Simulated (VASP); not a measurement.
# Al2SbP3 (Immm) in VASP: single point with PBEsol

Aim: the single point of Al2SbP3 with PBEsol.

Everything below comes from runs of VASP 6.6.1. Logs are shortened: lines on timing, memory, paths and dates and some standing lists are left out, and cuts for length are marked.

### Step 1. The cell of the first run

It takes space group Immm (No. 71, orthorhombic). Conventional cell: a = 2.744 Å, b = 5.126 Å, c = 15.202 Å, α = 90.00°, β = 90.00°, γ = 90.00°. Within 3.3 Å of Al (site symmetry mm2) lie 7 P at 2.48 to 2.92 Å and 2 Al at 2.74 Å. Within 3.4 Å of Sb (site symmetry mmm) lie 4 P at 2.56 to 2.69 Å and 2 Sb at 2.74 Å. P (site symmetry mmm) has 2 Sb at 2.56 Å and 2 P at 2.74 Å and 4 Al at 2.80 Å within 3.4 Å. Within 3.3 Å of P (site symmetry mm2) lie 5 Al at 2.48 to 2.92 Å and 1 Sb at 2.69 Å and 2 P at 2.74 Å.

### Step 2. Single point, PBEsol

File INCAR:

```
SYSTEM = Al2SbP3
PREC = Accurate
ENCUT = 520
EDIFF = 1E-6
ISMEAR = -1
SIGMA = 0.03
LREAL = .False.
LASPH = .True.
NELM = 80
ALGO = Normal
ISIF = 2
LWAVE = .False.
LCHARG = .False.
GGA = PS
NBANDS = 22
```

File KPOINTS:

```
Automatic mesh
0
Gamma
  8 8 8
  0 0 0
```

File POSCAR:

```
Al2SbP3
1.0
   -1.3720894979      2.5630140807      7.6009555811
    1.3720894979     -2.5630140807      7.6009555811
    1.3720894979      2.5630140807     -7.6009555811
Al Sb P
2 1 3
Direct
    0.8397672755      0.3397672755      0.5000000000
    0.1602327245      0.6602327245      0.5000000000
    0.5000000000      0.0000000000      0.5000000000
    0.0000000000      0.0000000000      0.0000000000
    0.3231377995      0.8231377995      0.5000000000
    0.6768622005      0.1768622005      0.5000000000
```

Potentials or basis: VASP PAW PBE potentials, release 64 (Al, Sb, P).

Command:

```console
cat potpaw_PBE.64/Al/POTCAR potpaw_PBE.64/Sb/POTCAR potpaw_PBE.64/P/POTCAR > POTCAR
mpirun -np 1 vasp_std > vasp.out
```

OUTCAR:

```text
SYSTEM = Al2SbP3
   PREC = Accurate
   ENCUT = 520
   EDIFF = 1E-6
   ISMEAR = -1
   LREAL = .False.
   LASPH = .True.
   NELM = 80
   ISIF = 2
   GGA = PS

 ion  position               nearest neighbor table
   1  0.840  0.340  0.500-   6 2.48   4 2.80   4 2.80   5 2.92   5 2.92   5 2.92   5 2.92
   2  0.160  0.660  0.500-   5 2.48   4 2.80   4 2.80   6 2.92   6 2.92   6 2.92   6 2.92
   3  0.500  0.000  0.500-   4 2.56   4 2.56   6 2.69   5 2.69
   4  0.000  0.000  0.000-   3 2.56   3 2.56   2 2.80   1 2.80   1 2.80   2 2.80
   5  0.323  0.823  0.500-   2 2.48   3 2.69   1 2.92   1 2.92   1 2.92   1 2.92
   6  0.677  0.177  0.500-   1 2.48   3 2.69   2 2.92   2 2.92   2 2.92   2 2.92

  LATTYP: Found a body centered orthorhombic cell.
 ALAT       =     2.7441789958
 B/A-ratio  =     1.8679642142
 C/A-ratio  =     5.5396937246

  Lattice vectors:

 A1 = (  -1.3720894979,   2.5630140807,   7.6009555811)
 A2 = (   1.3720894979,  -2.5630140807,   7.6009555811)
 A3 = (   1.3720894979,   2.5630140807,  -7.6009555811)

Analysis of symmetry for initial positions (statically):
=====================================================================
 Subroutine PRICEL returns:
 Original cell was already a primitive cell.

 Routine SETGRP: Setting up the symmetry group for a
 body centered orthorhombic supercell.

 Subroutine GETGRP returns: Found  8 space group operations
 (whereof  8 operations were pure point group operations)
 out of a pool of  8 trial point group operations.

The static configuration has the point symmetry D_2h.

Analysis of symmetry for dynamics (positions and initial velocities):
=====================================================================
 Subroutine PRICEL returns:
 Original cell was already a primitive cell.

 Routine SETGRP: Setting up the symmetry group for a
 body centered orthorhombic supercell.

 Subroutine GETGRP returns: Found  8 space group operations
 (whereof  8 operations were pure point group operations)
 out of a pool of  8 trial point group operations.

The dynamic configuration has the point symmetry D_2h.

 Subroutine INISYM returns: Found  8 space group operations
 (whereof  8 operations are pure point group operations),
 and found     1 'primitive' translations

----------------------------------------------------------------------------------------

                                     Primitive cell

  volume of cell :     106.9207

  direct lattice vectors                    reciprocal lattice vectors
    -1.372089498  2.563014081  7.600955581     0.000000000  0.195082814  0.065781203
     1.372089498 -2.563014081  7.600955581     0.364407716  0.000000000  0.065781203
     1.372089498  2.563014081 -7.600955581     0.364407716  0.195082814  0.000000000

  length of vectors
     8.137947930  8.137947930  8.137947930     0.205874892  0.370297381  0.413340402

  position of ions in fractional coordinates (direct lattice)
     0.839767276  0.339767276  0.500000000
     0.160232724  0.660232724  0.500000000
     0.500000000  0.000000000  0.500000000
     0.000000000  0.000000000  0.000000000
     0.323137800  0.823137800  0.500000000
     0.676862200  0.176862200  0.500000000

  ion indices of the primitive-cell ions
   primitive index   ion index
                 1           1
                 2           2
                 3           3
                 4           4
                 5           5
                 6           6

----------------------------------------------------------------------------------------

 KPOINTS: Automatic mesh

Automatic generation of k-mesh.
 Grid dimensions read from file:
 generate k-points for:    8    8    8

 Generating k-lattice:

  Cartesian coordinates                     Fractional coordinates (reciprocal lattice)
     0.000000000  0.024385352  0.008222650     0.125000000  0.000000000  0.000000000
     0.045550964  0.000000000  0.008222650     0.000000000  0.125000000 -0.000000000
     0.045550964  0.024385352  0.000000000     0.000000000 -0.000000000  0.125000000

  Length of vectors
     0.025734361  0.046287173  0.051667550

  Shift w.r.t. Gamma in fractional coordinates (k-lattice)
     0.000000000  0.000000000  0.000000000

 Subroutine IBZKPT returns following result:
 ===========================================

 Found     95 irreducible k-points:

 Following reciprocal coordinates:
            Coordinates               Weight
  0.000000  0.000000  0.000000      1.000000
  0.125000  0.000000  0.000000      4.000000
  0.250000  0.000000  0.000000      4.000000
  0.375000  0.000000 -0.000000      4.000000
  0.500000  0.000000  0.000000      2.000000
  0.000000  0.125000 -0.000000      4.000000
[... 16 lines left out ...]
  0.125000  0.375000 -0.000000      8.000000
  0.250000  0.375000 -0.000000      8.000000
 [... further k-points ...]
   k-points           NKPTS =     95   k-points in BZ     NKDIM =     95   number of bands    NBANDS=     22
   number of dos      NEDOS =    301   number of ions     NIONS =      6
   total plane-waves  NPLWV = 262144
   dimension x,y,z NGX =    64 NGY =   64 NGZ =   64
   dimension x,y,z NGXF=   128 NGYF=  128 NGZF=  128
   ions per type =               2   1   3
   NGX,Y,Z   is equivalent  to a cutoff of  13.07, 13.07, 13.07 a.u.
   NGXF,Y,Z  is equivalent  to a cutoff of  26.15, 26.15, 26.15 a.u.
 SYSTEM =  Al2SbP3
   PREC   = accura    normal or accurate (medium, high low for compatibility)
   ISTART =      0    job   : 0-new  1-cont  2-samecut
   ICHARG =      2    charge: 1-file 2-atom 10-const
   ISPIN  =      1    spin polarized calculation?
   LNONCOLLINEAR =      F non collinear calculations
   LSORBIT =      F    spin-orbit coupling
   LASPH  =      T    aspherical Exc in radial PAW
   ENCUT  =  520.0 eV  38.22 Ry    6.18 a.u.  15.13 15.13 15.13*2*pi/ulx,y,z
   NELM   =     80;   NELMIN=  2; NELMDL= -5     # of ELM steps
   EDIFF  = 0.1E-05   stopping-criterion for ELM
   LREAL  =      F    real-space projection
   EDIFFG = 0.1E-04   stopping-criterion for IOM
   NSW    =      0    number of steps for IOM
   IBRION =     -1    ionic relax: 0-MD 1-quasi-New 2-CG
   NFREE  =      0    steps in history (QN), initial steepest desc. (CG)
   ISIF   =      2    stress and relaxation
   ISYM   =      2    0-nonsym 1-usesym 2-fastsym
   POTIM  = 0.5000    time-step for ionic-motion
   TEBEG  =    0.0;   TEEND  =   0.0 temperature during run
   PSTRESS=    0.0 pullay stress
   NELECT =      26.0000    total number of electrons
   NUPDOWN=      -1.0000    fix difference up-down
   EMIN   =  10.00;   EMAX   =-10.00  energy-range for DOS
   EFERMI =   0.00;   METHOD = LEGACY
   ISMEAR =    -1;   SIGMA  =   0.03  broadening in eV -4-tet -1-fermi 0-gaus
   EFERMI_NEDOS =   21; number of points for ismear=-14 and -15
   IALGO  =     38    algorithm
   IMIX   =      4    mixing-type and parameters
     AMIX     =   0.40;   BMIX     =  1.00
     AMIX_MAG =   1.60;   BMIX_MAG =  1.00
  volume/ion in A,a.u.               =      17.82       120.26
  Fermi-wavevector in a.u.,A,eV,Ry     =   1.021830  1.930979 14.206346  1.044137
  Thomas-Fermi vector in A             =   2.155476
   LORBIT       =      0    0 simple, 1 ext, 2 COOP (PROOUT), +10 PAW based schemes
   GGA     = PS    functional components
   LHFCALC =     F    Hartree Fock is set to
   AEXX    =    0.0000 exact exchange contribution
   IVDW    =     0    specifies the selected vdW correction
   LEPSILON=     F    determine dielectric tensor
   LRPA    =     F    only Hartree local field effects (RPA)
 non-spin polarized calculation
  energy-cutoff  :      520.00
  volume of cell :      106.92
 maximum number of plane-waves:      2903
 NGX is ok and might be reduce to    64
   NGX = 31   NGY = 31   NGZ = 31

 number of electron      26.0000000 magnetization

 Free energy of the ion-electron system (eV)
  ---------------------------------------------------
  ext. energy  EPLUGINS =         0.00000000
  ---------------------------------------------------
  free energy    TOTEN  =       -29.10762429 eV

  energy without entropy =      -29.10069998  energy(sigma->0) =      -29.10416213

 E-fermi :   8.4359     XC(G=0): -10.6201

 val. band max:        8.4347036051   @ k =  -0.3750  -0.1250   0.1250
 cond. band min:       8.4367116228   @ k =   0.5000   0.2500  -0.0000
 fundamental gap:      0.0020080176
 Fermi energy:         8.4358642082

 k-point     1 :       0.0000    0.0000    0.0000
  band No.  band energies     occupation
      1      -6.2151      2.00000
      2      -3.7745      2.00000
      3      -3.1699      2.00000
      4      -1.3143      2.00000
      5       1.0054      2.00000
      6       1.1487      2.00000
[... 14 lines left out ...]
     21      15.9098      0.00000
     22      15.9923      0.00000

 k-point     2 :       0.1250    0.0000    0.0000
  band No.  band energies     occupation
      1      -6.1279      2.00000
      2      -3.7839      2.00000
      3      -3.1369      2.00000
      4      -1.8233      2.00000
      5       0.6939      2.00000
      6       1.8704      2.00000
[... 14 lines left out ...]
     21      15.8119      0.00000
     22      16.0015      0.00000

 k-point     3 :       0.2500    0.0000    0.0000
  band No.  band energies     occupation
      1      -5.8685      2.00000
      2      -3.7977      2.00000
      3      -3.2915      2.00000
      4      -2.4418      2.00000
      5       0.2972      2.00000
      6       2.6432      2.00000
[... 14 lines left out ...]
     21      14.9091      0.00000
     22      15.5952      0.00000
[... 476 lines left out ...]
 k-point    23 :       0.1250    0.3750   -0.0000
  band No.  band energies     occupation
      1      -3.5918      2.00000
      2      -1.7936      2.00000
      3      -0.7470      2.00000
      4       0.9628      2.00000
      5       2.4616      2.00000
      6       3.3663      2.00000
[... 14 lines left out ...]
     21      12.3756      0.00000
     22      13.2078      0.00000

 k-point    24 :       0.2500    0.3750   -0.0000
  band No.  band energies     occupation
      1      -3.3276      2.00000
      2      -1.7580      2.00000
      3      -1.1100      2.00000
      4       0.4559      2.00000
      5       2.6825      2.00000
      6       3.2534      2.00000
[... 14 lines left out ...]
     21      12.7437      0.00000
     22      13.3925      0.00000

 [... further k-points ...]
[... 5 lines left out ...]
  --------------------------------------------------------------------------------------
  -------------------------------------------------------------------------------------
  Total        0.1409966      0.1930426      0.1104141      0.0000000      0.0000000      0.0000000
  in kB        2.1127964      2.8926919      1.6545258      0.0000000      0.0000000      0.0000000
  external PRESSURE =       2.2200047 kB  Pullay stress =       0.0000000 kB

 VOLUME and BASIS-vectors are now :
 -----------------------------------------------------------------------------
  energy-cutoff  :      520.00
  volume of cell :      106.92
      direct lattice vectors                 reciprocal lattice vectors
    -1.372089498  2.563014081  7.600955581     0.000000000  0.195082814  0.065781203
     1.372089498 -2.563014081  7.600955581     0.364407716  0.000000000  0.065781203
     1.372089498  2.563014081 -7.600955581     0.364407716  0.195082814  0.000000000

 POSITION                                       TOTAL-FORCE (eV/Angst)
 -----------------------------------------------------------------------------------
      0.00000      2.56301      5.16511         0.000000      0.000000      0.004851
      1.37209      0.00000      2.43584        -0.000000     -0.000000     -0.004851
      0.00000      2.56301      0.00000        -0.000000      0.000000      0.000000
      0.00000      0.00000      0.00000        -0.000000      0.000000      0.000000
      1.37209     -0.00000      4.91231         0.000000     -0.000000     -0.008419
      0.00000      2.56301      2.68864         0.000000      0.000000      0.008419
 -----------------------------------------------------------------------------------
    total drift:                                0.000000      0.000000     -0.000000

  FREE ENERGIE OF THE ION-ELECTRON SYSTEM (eV)
  ---------------------------------------------------
  free  energy   TOTEN  =       -29.1076242917 eV

  energy  without entropy=      -29.1006999761  energy(sigma->0) =      -29.10416213
```

It took 5 min on 1 thread of Intel Xeon 6975P-C (Granite Rapids), shared host; peak memory 0.68 GiB.

Results:

```
Free energy            : -29.1076 eV
Pressure               : 0.2 GPa
Largest force          : 0.008 eV/Å
Band gap on the k mesh : zero (band 13 reaches 11.32 eV, above the bottom of band 14 at 6.84 eV)
```

Forces on the atoms (eV/Å):
```
Al   0.000  0.000  0.005
Al   0.000  0.000 -0.005
Sb   0.000  0.000  0.000
P    0.000  0.000  0.000
P    0.000  0.000 -0.008
P    0.000  0.000  0.008
```

Stress tensor (GPa, compression positive):
```
0.21 0.00 0.00
0.00 0.29 0.00
0.00 0.00 0.17
```

Levels at points of the mesh, in eV from the Fermi level:
| k point | band 9 | band 10 | band 11 | band 12 | band 13 | band 14 | band 15 | band 16 | band 17 | band 18 |
| --- | --- | --- | --- | --- | --- | --- | --- | --- | --- | --- |
| (0.00, 0.00, 0.00) | -3.61 | -2.88 | -2.86 | -2.63 | 1.64 | 3.09 | 3.86 | 4.32 | 4.70 | 6.06 |
| (0.50, 0.00, 0.00) | -1.68 | -1.35 | -1.22 | 0.56 | 0.80 | 1.77 | 2.48 | 3.19 | 3.59 | 4.10 |
| (0.00, 0.50, 0.00) | -4.02 | -3.49 | -1.92 | -1.77 | -1.60 | -1.22 | -0.19 | 0.39 | 0.47 | 0.85 |
| (0.50, 0.50, 0.00) | -4.09 | -3.79 | -2.55 | -2.05 | -1.27 | -0.57 | 1.01 | 1.79 | 2.39 | 2.77 |
| (0.50, 0.50, 0.50) | -4.92 | -3.75 | 0.16 | 0.60 | 1.43 | 2.99 | 3.09 | 3.75 | 4.08 | 4.21 |

Caveat: the PAW data sets were made with another functional, which shifts forces and pressure a little; spin-orbit coupling is left out, which moves the levels of the heavy elements.
